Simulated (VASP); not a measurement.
CaS: single point with PBEsol

Crystal: CaS.

```xyz
2
Lattice="0.0000 2.8313 2.8313 2.8313 0.0000 2.8313 2.8313 2.8313 0.0000" Properties=species:S:1:pos:R:3 pbc="T T T"
Ca    0.0000    0.0000    0.0000
S     2.8313    2.8313    2.8313
```

| Quantity | Value |
| --- | --- |
| Program | VASP 6.6.1 |
| Task | single point |
| Functional | PBEsol |
| Potentials or basis | VASP PAW PBE potentials, release 64 (Ca_sv, S) |
| Cutoff | 500 eV |
| k mesh | 8 × 8 × 8 |
| Occupations | gaussian, width 0.01 eV |
| Spin | no spin polarisation |

```json
{"Pressure": "-0.8 GPa", "Band gap on the k mesh": "2.19 eV (least direct gap 3.03 eV)"}
```

Levels at points of the mesh, in eV from the valence-band top:
| k point | band 5 | band 6 | band 7 | band 8 | band 9 | band 10 | band 11 | band 12 |
| --- | --- | --- | --- | --- | --- | --- | --- | --- |
| (0.00, 0.00, 0.00) | -11.39 | 0.00 | 0.00 | 0.00 | 4.08 | 4.08 | 4.08 | 4.08 |
| (0.50, 0.00, 0.00) | -10.52 | -3.22 | -1.21 | -1.21 | 5.09 | 6.07 | 6.22 | 6.22 |
| (0.50, 0.50, 0.00) | -10.73 | -2.36 | -0.83 | -0.83 | 2.19 | 5.61 | 5.97 | 6.84 |

Run time: 13 s on 1 thread of AMD EPYC 7R13 Processor (Zen 3) (shared host), peak memory 0.14 GiB.

Caveat: the PAW data sets were made with another functional, which shifts forces and pressure a little. A k mesh can miss the band edges.
